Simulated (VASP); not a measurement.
# YPt3F2 (P6/mmm) in VASP: a series of runs

Runs on YPt3F2. Level: PBE. Tasks: relaxation of cell and atoms.

Program: VASP 6.6.1. These are calculated values, not measurements. Logs are shortened: lines on timing, memory, paths and dates and some standing lists are left out, and cuts for length are marked.

### 1 The cell of the first run

It takes space group P6/mmm (No. 191, hexagonal). The conventional cell has a = 4.903 Å, b = 4.903 Å, c = 5.499 Å, α = 90.00°, β = 90.00°, γ = 120.00°. Within 3.7 Å of Y (site symmetry 6/mmm) lie 6 F at 2.83 Å and 12 Pt at 3.68 Å. Pt (site symmetry mmm) has 4 Pt at 2.45 Å and 4 F at 3.09 Å within 3.2 Å. Within 3.7 Å of F (site symmetry -6m2) lie 3 F at 2.83 Å and 3 Y at 2.83 Å and 6 Pt at 3.09 Å.

### 2 Relaxation of cell and atoms, PBE

INCAR reads:

```
PREC     = Accurate       # precision mode
ENCUT    = 600            # plane-wave cutoff, eV
EDIFF    = 1E-7           # SCF threshold, eV
ISMEAR   = 0              # smearing method
SIGMA    = 0.1            # smearing width, eV
LREAL    = F              # projectors in reciprocal space
LASPH    = T              # aspherical terms in the spheres
NELM     = 60             # most SCF steps
ALGO     = Normal         # electronic algorithm
ISIF     = 3              # what is computed and relaxed
LWAVE    = F              # write WAVECAR
LCHARG   = F              # write CHGCAR
GGA      = PE             # functional
IBRION   = 2              # ionic algorithm
NSW      = 90             # ionic steps
EDIFFG   = -0.04          # ionic threshold
```

KPOINTS reads:

```
regular mesh
0
Gamma
  6 6 4
```

POSCAR reads:

```
YPt3F2
1.0
    4.9027122349      0.0000000000      0.0000000000
   -2.4513561174      4.2458733428      0.0000000000
    0.0000000000      0.0000000000      5.4988184563
Y Pt F
1 3 2
Direct
    0.0000000000      0.0000000000      0.0000000000
    0.5000000000      0.0000000000      0.5000000000
    0.5000000000      0.5000000000      0.5000000000
    0.0000000000      0.5000000000      0.5000000000
    0.3333333333      0.6666666667      0.0000000000
    0.6666666667      0.3333333333      0.0000000000
```

Potentials or basis: VASP PAW PBE potentials, release 64 (Y_sv, Pt, F).

Command:

```bash
$ cat potpaw_PBE.64/Y_sv/POTCAR potpaw_PBE.64/Pt/POTCAR potpaw_PBE.64/F/POTCAR > POTCAR
$ mpirun -np 1 vasp_std > vasp.out
```

OUTCAR:

```text
PREC = Accurate
   ENCUT = 600
   EDIFF = 1E-7
   ISMEAR = 0
   LREAL = F
   LASPH = T
   NELM = 60
   ISIF = 3
   GGA = PE
   IBRION = 2
   NSW = 90
   EDIFFG = -0.04

 ion  position               nearest neighbor table
   1  0.000  0.000  0.000-   5 2.83   6 2.83   5 2.83   6 2.83   6 2.83   5 2.83   4 3.68   4 3.68
                             4 3.68   4 3.68   3 3.68   3 3.68   3 3.68   3 3.68   2 3.68   2 3.68
   2  0.500  0.000  0.500-   3 2.45   3 2.45   4 2.45   4 2.45   1 3.68   1 3.68   1 3.68   1 3.68

   3  0.500  0.500  0.500-   2 2.45   2 2.45   4 2.45   4 2.45   1 3.68   1 3.68   1 3.68   1 3.68

   4  0.000  0.500  0.500-   2 2.45   2 2.45   3 2.45   3 2.45   1 3.68   1 3.68   1 3.68   1 3.68

   5  0.333  0.667  0.000-   1 2.83   1 2.83   1 2.83
   6  0.667  0.333  0.000-   1 2.83   1 2.83   1 2.83

  LATTYP: Found a hexagonal cell.
 ALAT       =     4.9027122349
 C/A-ratio  =     1.1215870304

  Lattice vectors:

 A1 = (   4.9027122349,   0.0000000000,   0.0000000000)
 A2 = (  -2.4513561174,   4.2458733428,   0.0000000000)
 A3 = (   0.0000000000,   0.0000000000,   5.4988184563)

Analysis of symmetry for initial positions (statically):
=====================================================================
 Subroutine PRICEL returns:
 Original cell was already a primitive cell.

 Routine SETGRP: Setting up the symmetry group for a
 hexagonal supercell.

 Subroutine GETGRP returns: Found 24 space group operations
 (whereof 24 operations were pure point group operations)
 out of a pool of 24 trial point group operations.

The static configuration has the point symmetry D_6h.

Analysis of symmetry for dynamics (positions and initial velocities):
=====================================================================
 Subroutine PRICEL returns:
 Original cell was already a primitive cell.

 Routine SETGRP: Setting up the symmetry group for a
 hexagonal supercell.

 Subroutine GETGRP returns: Found 24 space group operations
 (whereof 24 operations were pure point group operations)
 out of a pool of 24 trial point group operations.

The dynamic configuration has the point symmetry D_6h.

 Subroutine INISYM returns: Found 24 space group operations
 (whereof 24 operations are pure point group operations),
 and found     1 'primitive' translations

----------------------------------------------------------------------------------------

                                     Primitive cell

  volume of cell :     114.4650

  direct lattice vectors                    reciprocal lattice vectors
     4.902712235  0.000000000  0.000000000     0.203968732  0.117761403  0.000000000
    -2.451356117  4.245873343  0.000000000     0.000000000  0.235522805  0.000000000
     0.000000000  0.000000000  5.498818456     0.000000000  0.000000000  0.181857250

  length of vectors
     4.902712235  4.902712235  5.498818456     0.235522805  0.235522805  0.181857250

  position of ions in fractional coordinates (direct lattice)
     0.000000000  0.000000000  0.000000000
     0.500000000  0.000000000  0.500000000
     0.500000000  0.500000000  0.500000000
     0.000000000  0.500000000  0.500000000
     0.333333333  0.666666667  0.000000000
     0.666666667  0.333333333  0.000000000

  ion indices of the primitive-cell ions
   primitive index   ion index
                 1           1
                 2           2
                 3           3
                 4           4
                 5           5
                 6           6

----------------------------------------------------------------------------------------

 KPOINTS: regular mesh

Automatic generation of k-mesh.
 Grid dimensions read from file:
 generate k-points for:    6    6    4

 Generating k-lattice:

  Cartesian coordinates                     Fractional coordinates (reciprocal lattice)
     0.033994789  0.019626900  0.000000000     0.166666667  0.000000000  0.000000000
     0.000000000  0.039253801  0.000000000     0.000000000  0.166666667  0.000000000
     0.000000000  0.000000000  0.045464312     0.000000000  0.000000000  0.250000000

  Length of vectors
     0.039253801  0.039253801  0.045464312

  Shift w.r.t. Gamma in fractional coordinates (k-lattice)
     0.000000000  0.000000000  0.000000000

 Subroutine IBZKPT returns following result:
 ===========================================

 Found     21 irreducible k-points:

 Following reciprocal coordinates:
            Coordinates               Weight
  0.000000  0.000000  0.000000      1.000000
  0.166667 -0.000000  0.000000      6.000000
  0.333333 -0.000000  0.000000      6.000000
  0.500000 -0.000000  0.000000      3.000000
  0.166667  0.166667  0.000000      6.000000
  0.333333  0.166667  0.000000     12.000000
[... 13 lines left out ...]
  0.333333  0.166667  0.500000     12.000000
  0.333333  0.333333  0.500000      2.000000
   k-points           NKPTS =     21   k-points in BZ     NKDIM =     21   number of bands    NBANDS=     33
   number of dos      NEDOS =    301   number of ions     NIONS =      6
   total plane-waves  NPLWV =  76800
   dimension x,y,z NGX =    40 NGY =   40 NGZ =   48
   dimension x,y,z NGXF=    80 NGYF=   80 NGZF=   96
   ions per type =               1   3   2
   NGX,Y,Z   is equivalent  to a cutoff of  13.56, 13.56, 14.51 a.u.
   NGXF,Y,Z  is equivalent  to a cutoff of  27.13, 27.13, 29.02 a.u.
 SYSTEM =  unknown system
   PREC   = accura    normal or accurate (medium, high low for compatibility)
   ISTART =      0    job   : 0-new  1-cont  2-samecut
   ICHARG =      2    charge: 1-file 2-atom 10-const
   ISPIN  =      1    spin polarized calculation?
   LNONCOLLINEAR =      F non collinear calculations
   LSORBIT =      F    spin-orbit coupling
   LASPH  =      T    aspherical Exc in radial PAW
   ENCUT  =  600.0 eV  44.10 Ry    6.64 a.u.   9.79  9.79 10.98*2*pi/ulx,y,z
   NELM   =     60;   NELMIN=  2; NELMDL= -5     # of ELM steps
   EDIFF  = 0.1E-06   stopping-criterion for ELM
   LREAL  =      F    real-space projection
   EDIFFG = -.4E-01   stopping-criterion for IOM
   NSW    =     90    number of steps for IOM
   IBRION =      2    ionic relax: 0-MD 1-quasi-New 2-CG
   NFREE  =      1    steps in history (QN), initial steepest desc. (CG)
   ISIF   =      3    stress and relaxation
   ISYM   =      2    0-nonsym 1-usesym 2-fastsym
   POTIM  = 0.5000    time-step for ionic-motion
   TEBEG  =    0.0;   TEEND  =   0.0 temperature during run
   PSTRESS=    0.0 pullay stress
   NELECT =      55.0000    total number of electrons
   NUPDOWN=      -1.0000    fix difference up-down
   EMIN   =  10.00;   EMAX   =-10.00  energy-range for DOS
   EFERMI =   0.00;   METHOD = LEGACY
   ISMEAR =     0;   SIGMA  =   0.10  broadening in eV -4-tet -1-fermi 0-gaus
   EFERMI_NEDOS =   21; number of points for ismear=-14 and -15
   IALGO  =     38    algorithm
   IMIX   =      4    mixing-type and parameters
     AMIX     =   0.40;   BMIX     =  1.00
     AMIX_MAG =   1.60;   BMIX_MAG =  1.00
  volume/ion in A,a.u.               =      19.08       128.74
  Fermi-wavevector in a.u.,A,eV,Ry     =   1.282246  2.423094 22.370095  1.644156
  Thomas-Fermi vector in A             =   2.414569
   LORBIT       =      0    0 simple, 1 ext, 2 COOP (PROOUT), +10 PAW based schemes
   GGA     = PE    functional components
   LHFCALC =     F    Hartree Fock is set to
   AEXX    =    0.0000 exact exchange contribution
   IVDW    =     0    specifies the selected vdW correction
   LEPSILON=     F    determine dielectric tensor
   LRPA    =     F    only Hartree local field effects (RPA)
 conjugate gradient relaxation of ions
 non-spin polarized calculation
 Gauss-broadening in eV      SIGMA  =   0.10
  energy-cutoff  :      600.00
  volume of cell :      114.47
 maximum number of plane-waves:      3850
 NGX is ok and might be reduce to    40
   NGX = 19   NGY = 19   NGZ = 21

--------------------------------------- Ionic step        1  -------------------------------------------

 number of electron      54.9999998 magnetization

 Free energy of the ion-electron system (eV)
  ---------------------------------------------------
  ext. energy  EPLUGINS =         0.00000000
  ---------------------------------------------------
  free energy    TOTEN  =       -33.22266105 eV

  energy without entropy =      -33.18436808  energy(sigma->0) =      -33.20351456

------------------------ aborting loop because EDIFF is reached ----------------------------------------

  FORCE on cell =-STRESS in cart. coord.  units (eV):
  Direction    XX          YY          ZZ          XY          YZ          ZX
  --------------------------------------------------------------------------------------
  -------------------------------------------------------------------------------------
  Total       -1.0382029     -1.0382029     -0.0043933     -0.0000000      0.0000000     -0.0000000
  in kB      -14.5318200    -14.5318200     -0.0614931     -0.0000000      0.0000000     -0.0000000
  external PRESSURE =      -9.7083777 kB  Pullay stress =       0.0000000 kB
[... 65 lines left out ...]
  energy  without entropy=      -33.1810621572  energy(sigma->0) =      -33.19985145

--------------------------------------- Ionic step        3  -------------------------------------------

 number of electron      55.0000000 magnetization

 Free energy of the ion-electron system (eV)
  ---------------------------------------------------
  ext. energy  EPLUGINS =         0.00000000
  ---------------------------------------------------
  free energy    TOTEN  =       -33.22626164 eV

  energy without entropy =      -33.18827567  energy(sigma->0) =      -33.20726866

 E-fermi :   4.2622     XC(G=0): -10.5234

 val. band max:        4.2537006812   @ k =   0.3333   0.1667   0.0000
 cond. band min:       4.2689757174   @ k =   0.1667   0.1667   0.0000
 fundamental gap:      0.0152750362
 Fermi energy:         4.2622036968

 k-point     1 :       0.0000    0.0000    0.0000
  band No.  band energies     occupation
      1     -40.0280      2.00000
      2     -19.8689      2.00000
      3     -19.7444      2.00000
      4     -19.7444      2.00000
      5     -17.2953      2.00000
      6     -16.9281      2.00000
[... 778 lines left out ...]
  FREE ENERGIE OF THE ION-ELECTRON SYSTEM (eV)
  ---------------------------------------------------
  free  energy   TOTEN  =       -33.2262616376 eV

  energy  without entropy=      -33.1882756739  energy(sigma->0) =      -33.20726866

 reached required accuracy - stopping structural energy minimisation
```

Run time: 3.9 min. Hardware: 1 thread of Intel Xeon 6975P-C (Granite Rapids), shared host; peak memory 0.36 GiB.

Results:

| Property | Result |
| --- | --- |
| Free energy | -33.2263 eV |
| Relaxed volume | 18.95 Å³/atom |
| Relaxed cell | a = 4.886 Å, b = 4.886 Å, c = 5.499 Å, α = 90.00°, β = 90.00°, γ = 120.00° |
| Space group after relaxing (to 0.05 Å) | P6/mmm (No. 191) |
| Energy gained by relaxing | 0.6 meV/atom |
| Ionic steps | 3 |
| Pressure after relaxing | 0.1 GPa |

Stress tensor (GPa, compression positive):
```
0.00 0.00 0.00
0.00 0.00 0.00
0.00 0.00 0.23
```

The path:
```
step  energy change (eV)  largest force (eV/Å)  pressure (GPa)  volume (Å³)
   1              0.0000                0.0000           -0.97       114.47
   2              0.0040                0.0000            1.67       112.56
   3             -0.0036                0.0000            0.07       113.68
```

Final structure:
```yaml
crystal:
  lattice:
    - [4.88592, 0.00000, 0.00000]
    - [-2.44296, 4.23133, 0.00000]
    - [0.00000, 0.00000, 5.49874]
  atoms:
    - { symbol: Y, position: [0.00000, 0.00000, 0.00000] }
    - { symbol: Pt, position: [0.50000, 0.00000, 0.50000] }
    - { symbol: Pt, position: [0.50000, 0.50000, 0.50000] }
    - { symbol: Pt, position: [0.00000, 0.50000, 0.50000] }
    - { symbol: F, position: [0.33333, 0.66667, 0.00000] }
    - { symbol: F, position: [0.66667, 0.33333, 0.00000] }
```

Levels at points of the mesh, in eV from the Fermi level:
| k point | band 26 | band 27 | band 28 | band 29 | band 30 | band 31 |
| --- | --- | --- | --- | --- | --- | --- |
| (0.00, 0.00, 0.00) | 0.29 | 0.29 | 2.66 | 2.80 | 2.80 | 2.97 |
| (0.50, 0.00, 0.00) | -1.26 | -0.52 | -0.29 | 0.22 | 1.95 | 1.98 |
| (0.00, 0.00, 0.50) | 0.10 | 0.31 | 0.31 | 1.47 | 1.47 | 2.61 |
| (0.50, 0.00, 0.50) | -0.63 | -0.62 | -0.35 | 0.22 | 2.39 | 2.57 |

Caveat: spin-orbit coupling is left out, which moves the levels of the heavy elements; an odd number of electrons without spin polarisation forces a metal; a magnetic or distorted state may lie lower.

### 3 Relaxation of cell and atoms, PBE

INCAR reads:

```
SYSTEM = YPt3F2
  PREC = Accurate
  ENCUT = 600
  EDIFF = 1E-7
  ISMEAR = 0
  SIGMA = 0.1
  LREAL = .False.
  LASPH = .True.
  NELM = 100
  ALGO = Normal
  ISIF = 3
  LWAVE = .False.
  LCHARG = .False.
  GGA = PE
  IBRION = 2
  NSW = 100
  EDIFFG = -0.01
```

KPOINTS reads:

```
regular mesh
0
Gamma
  12 12 8
  0 0 0
```

Edit POSCAR of step 2 so:

```diff
@@ -2,5 +2,5 @@
 1.0
-    4.9027122349      0.0000000000      0.0000000000
-   -2.4513561174      4.2458733428      0.0000000000
-    0.0000000000      0.0000000000      5.4988184563
+    4.8901678247      0.0000000000      0.0000000000
+   -2.4450839124      4.2350095650      0.0000000000
+    0.0000000000      0.0000000000      5.5315673415
 Y Pt F
```

Potentials or basis: VASP PAW PBE potentials, release 64 (Y_sv, Pt, F).

Command:

```bash
$ cat potpaw_PBE.64/Y_sv/POTCAR potpaw_PBE.64/Pt/POTCAR potpaw_PBE.64/F/POTCAR > POTCAR
$ mpirun -np 1 vasp_std > vasp.out
```

Run time: 9.8 min. Hardware: 1 thread of Intel Xeon 6975P-C (Granite Rapids), shared host; peak memory 0.59 GiB.

Results (log left out):

```
Free energy                            : -33.2821 eV
Relaxed volume                         : 19.03 Å³/atom
Relaxed cell                           : a = 4.882 Å, b = 4.882 Å, c = 5.531 Å, α = 90.00°, β = 90.00°, γ = 120.00°
Space group after relaxing (to 0.05 Å) : P6/mmm (No. 191)
Energy gained by relaxing              : 0.1 meV/atom
Ionic steps                            : 3
Pressure after relaxing                : 0.0 GPa
```

Step by step:
```
step  energy change (eV)  largest force (eV/Å)  pressure (GPa)  volume (Å³)
   1              0.0000                0.0000           -0.50       114.56
   2              0.0010                0.0000            0.79       113.58
   3             -0.0008                0.0000            0.02       114.16
```

Final structure:
```
Y Pt F
1.0
     4.88209    0.00000    0.00000
    -2.44105    4.22802    0.00000
     0.00000    0.00000    5.53063
Y Pt F
1 3 2
Direct
  0.00000 0.00000 0.00000
  0.50000 0.00000 0.50000
  0.50000 0.50000 0.50000
  0.00000 0.50000 0.50000
  0.33333 0.66667 0.00000
  0.66667 0.33333 0.00000
```

Levels at points of the mesh, in eV from the Fermi level:
```
           k point  band 25  band 26  band 27  band 28  band 29  band 30  band 31  band 32
(0.00, 0.00, 0.00)    -0.10     0.23     0.23     2.55     2.68     2.68     2.83     2.99
(0.50, 0.00, 0.00)    -1.67    -1.34    -0.58    -0.33     0.18     1.88     1.88     2.43
(0.00, 0.00, 0.50)    -0.11    -0.01     0.26     0.26     1.40     1.40     2.50     2.99
(0.50, 0.00, 0.50)    -1.08    -0.73    -0.72    -0.37     0.17     2.28     2.47     2.71
```

Caveat: spin-orbit coupling is left out, which moves the levels of the heavy elements; an odd number of electrons without spin polarisation forces a metal; a magnetic or distorted state may lie lower.
